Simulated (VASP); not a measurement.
# KCl (Fm-3m) in VASP: a series of runs, part 3 of 3

VASP 6.6.1. The steps go on from the part before.

### 4 Vibrations by perturbation theory, PBEsol

This run uses another cell than the first one, of 35.69 Å³/atom.

INCAR reads:

```
PREC     = Accurate       # precision mode
ENCUT    = 520            # plane-wave cutoff, eV
EDIFF    = 1E-8           # SCF threshold, eV
ISMEAR   = 0              # smearing method
SIGMA    = 0.01           # smearing width, eV
LREAL    = F              # projectors in reciprocal space
LASPH    = T              # aspherical terms in the spheres
NELM     = 60             # most SCF steps
ALGO     = Normal         # electronic algorithm
ISIF     = 2              # what is computed and relaxed
LWAVE    = F              # write WAVECAR
LCHARG   = T              # write CHGCAR
GGA      = PS             # functional
IBRION   = 8              # ionic algorithm
NSW      = 1              # ionic steps
```

KPOINTS reads:

```
Automatic mesh
0
Gamma
  6 6 6
```

POSCAR reads:

```
KCl
1.0
    3.2923727880      3.2923727880      0.0000000000
   -3.2923727880      3.2923727880      0.0000000000
    0.0000000000      3.2923727880      3.2923727880
K Cl
1 1
Direct
    0.0000000000      0.0000000000      0.0000000000
    0.5000000000      0.5000000000      0.0000000000
```

Potentials or basis: VASP PAW PBE potentials, release 64 (K_sv, Cl).

The run is started by

```sh
$ cat potpaw_PBE.64/K_sv/POTCAR potpaw_PBE.64/Cl/POTCAR > POTCAR
$ mpirun -np 1 vasp_std > vasp.out
```

OUTCAR:

```text
PREC = Accurate
   ENCUT = 520
   EDIFF = 1E-8
   ISMEAR = 0
   LREAL = F
   LASPH = T
   NELM = 60
   ISIF = 2
   GGA = PS
   IBRION = 8
   NSW = 1

 ion  position               nearest neighbor table
   1  0.000  0.000  0.000-
   2  0.500  0.500  0.000-

  LATTYP: Found a face centered cubic cell.
 ALAT       =     6.5847455760

  Lattice vectors:

 A1 = (   0.0000000000,   3.2923727880,   3.2923727880)
 A2 = (   3.2923727880,   0.0000000000,   3.2923727880)
 A3 = (   3.2923727880,   3.2923727880,   0.0000000000)

Analysis of symmetry for initial positions (statically):
=====================================================================
 Subroutine PRICEL returns:
 Original cell was already a primitive cell.

 Routine SETGRP: Setting up the symmetry group for a
 face centered cubic supercell.

 Subroutine GETGRP returns: Found 48 space group operations
 (whereof 48 operations were pure point group operations)
 out of a pool of 48 trial point group operations.

The static configuration has the point symmetry O_h .

Analysis of symmetry for dynamics (positions and initial velocities):
=====================================================================
 Subroutine PRICEL returns:
 Original cell was already a primitive cell.

 Routine SETGRP: Setting up the symmetry group for a
 face centered cubic supercell.

 Subroutine GETGRP returns: Found 48 space group operations
 (whereof 48 operations were pure point group operations)
 out of a pool of 48 trial point group operations.

The dynamic configuration has the point symmetry O_h .

 Subroutine INISYM returns: Found 48 space group operations
 (whereof 48 operations are pure point group operations),
 and found     1 'primitive' translations

----------------------------------------------------------------------------------------

                                     Primitive cell

  volume of cell :      71.3768

  direct lattice vectors                    reciprocal lattice vectors
     3.292372788  3.292372788  0.000000000     0.151866156  0.151866156 -0.151866156
    -3.292372788  3.292372788  0.000000000    -0.151866156  0.151866156 -0.151866156
     0.000000000  3.292372788  3.292372788     0.000000000  0.000000000  0.303732312

  length of vectors
     4.656118249  4.656118249  4.656118249     0.263039898  0.263039898  0.303732312

  position of ions in fractional coordinates (direct lattice)
     0.000000000  0.000000000  0.000000000
     0.500000000  0.500000000  0.000000000

  ion indices of the primitive-cell ions
   primitive index   ion index
                 1           1
                 2           2

----------------------------------------------------------------------------------------

 KPOINTS: Automatic mesh

[... 126 lines left out ...]
      9       2.2485      0.00000
     10       5.8281      0.00000
     11       5.8281      0.00000
     12       5.8281      0.00000
[... 213 lines left out ...]
      1     -29.7749      2.00000
      2     -14.3187      2.00000
      3     -13.3745      2.00000
      4     -13.3490      2.00000
      5     -13.2597      2.00000
      6      -2.8798      2.00000
      7      -2.7189      2.00000
      8      -2.6919      2.00000
      9       4.7050      0.00000
     10       5.9570      0.00000
     11       6.0095      0.00000
     12       7.1396      0.00000

------------------------ aborting loop because EDIFF is reached ----------------------------------------

  FORCE on cell =-STRESS in cart. coord.  units (eV):
  Direction    XX          YY          ZZ          XY          YZ          ZX
  --------------------------------------------------------------------------------------
  -------------------------------------------------------------------------------------
  Total       -0.8803509     -0.8803509     -0.8803509     -0.0000000      0.0000000     -0.0000000
  in kB      -19.7610210    -19.7610210    -19.7610210     -0.0000000      0.0000000     -0.0000000
  external PRESSURE =     -19.7610210 kB  Pullay stress =       0.0000000 kB

 VOLUME and BASIS-vectors are now :
 -----------------------------------------------------------------------------
  energy-cutoff  :      520.00
  volume of cell :       71.38
      direct lattice vectors                 reciprocal lattice vectors
     3.292372788  3.292372788  0.000000000     0.151866156  0.151866156 -0.151866156
    -3.292372788  3.292372788  0.000000000    -0.151866156  0.151866156 -0.151866156
     0.000000000  3.292372788  3.292372788     0.000000000  0.000000000  0.303732312

 POSITION                                       TOTAL-FORCE (eV/Angst)
 -----------------------------------------------------------------------------------
      0.00000      0.00000      0.00000         0.000000     -0.000000      0.000000
      0.00000      3.29237      0.00000        -0.000000      0.000000      0.000000
 -----------------------------------------------------------------------------------
    total drift:                               -0.000000      0.000000     -0.000000

  FREE ENERGIE OF THE ION-ELECTRON SYSTEM (eV)
  ---------------------------------------------------
  free  energy   TOTEN  =        -6.9509409760 eV

  energy  without entropy=       -6.9509409760  energy(sigma->0) =       -6.95094098

[... ionic steps 2 to 3 ...]

--------------------------------------- Ionic step        4  -------------------------------------------

------------------------ aborting loop because EDIFF is reached ----------------------------------------

[... ionic steps 5 to 6 ...]

--------------------------------------- Ionic step        7  -------------------------------------------

 Free energy of the ion-electron system (eV)
  ---------------------------------------------------
  ---------------------------------------------------
  free energy    TOTEN  =        -0.19916426 eV

  energy without entropy =       -0.19916426

------------------------ aborting loop because EDIFF is reached ----------------------------------------

 INTERNAL STRAIN TENSOR  FOR ION    2  DIRECTION 1   (eV/Angst):
 -----------------------------------------------------------------------------
    -0.00904  0.00000  0.00000
     0.00000  0.00212  0.00000
    -0.00000  0.00000  0.00212

 INTERNAL STRAIN TENSOR FOR ION    2 for displacements in x,y,z  (eV/Angst):
          X           Y           Z          XY          YZ          ZX
  --------------------------------------------------------------------------------
  x     0.00000     0.00000     0.00000     0.00000     0.00000     0.00000
  y     0.00000     0.00000     0.00000     0.00000     0.00000     0.00000
  z     0.00000     0.00000     0.00000     0.00000     0.00000     0.00000

 SECOND DERIVATIVES (NOT SYMMETRIZED)
 ------------------------------------
               1X          1Y          1Z          2X          2Y          2Z
  1X    -0.507278    0.000000    0.000000    0.507278    0.000000    0.000000
  1Y     0.000000   -0.507278    0.000000    0.000000    0.507278    0.000000
  1Z     0.000000    0.000000   -0.507278    0.000000    0.000000    0.507278
  2X     0.512476   -0.000000    0.000000   -0.512476    0.000000   -0.000000
  2Y     0.000000    0.512476   -0.000000   -0.000000   -0.512476    0.000000
  2Z    -0.000000   -0.000000    0.512476    0.000000    0.000000   -0.512476

 Eigenvectors and eigenvalues of the dynamical matrix
 ----------------------------------------------------

   1 f  =    2.589178 THz    16.268283 2PiTHz   86.365668 cm-1    10.707973 meV
             X         Y         Z           dx          dy          dz
      0.000000  0.000000  0.000000     0.687759   -0.000000   -0.000000
      0.000000  3.292373  0.000000    -0.725939   -0.000000    0.000000
[... 21 lines left out ...]
   6 f/i=    0.006590 THz     0.041405 2PiTHz    0.219812 cm-1     0.027253 meV
             X         Y         Z           dx          dy          dz
      0.000000  0.000000  0.000000     0.725939   -0.000000    0.000000
      0.000000  3.292373  0.000000     0.687759    0.000000    0.000000

--------------------------------------------------------------------------------------------------------

 ELASTIC MODULI CONTR FROM IONIC RELAXATION (kBar)
 Direction    XX          YY          ZZ          XY          YZ          ZX
 --------------------------------------------------------------------------------
 XX           0.0000      0.0000      0.0000      0.0000      0.0000      0.0000
 YY           0.0000      0.0000      0.0000      0.0000      0.0000      0.0000
 ZZ           0.0000      0.0000      0.0000      0.0000      0.0000      0.0000
 XY           0.0000      0.0000      0.0000      0.0000      0.0000      0.0000
 YZ           0.0000      0.0000      0.0000      0.0000      0.0000      0.0000
 ZX           0.0000      0.0000      0.0000      0.0000      0.0000      0.0000
 --------------------------------------------------------------------------------
```

Run time: 1.9 min. Hardware: 1 thread of Intel Xeon Platinum 8488C (Sapphire Rapids), shared host; peak memory 0.27 GiB.

What came out:

* Highest phonon frequency at Γ, LO-TO splitting left out: 86 cm⁻¹

Phonon frequencies in cm⁻¹ (negative: imaginary):
| q point | frequencies |
| --- | --- |
| (0.000, 0.000, 0.000) | 0 0 0 86 86 86 |

Caveat: the cell stands under pressure or tension, which shifts response properties; the PAW data sets were made with another functional, which shifts forces and pressure a little.
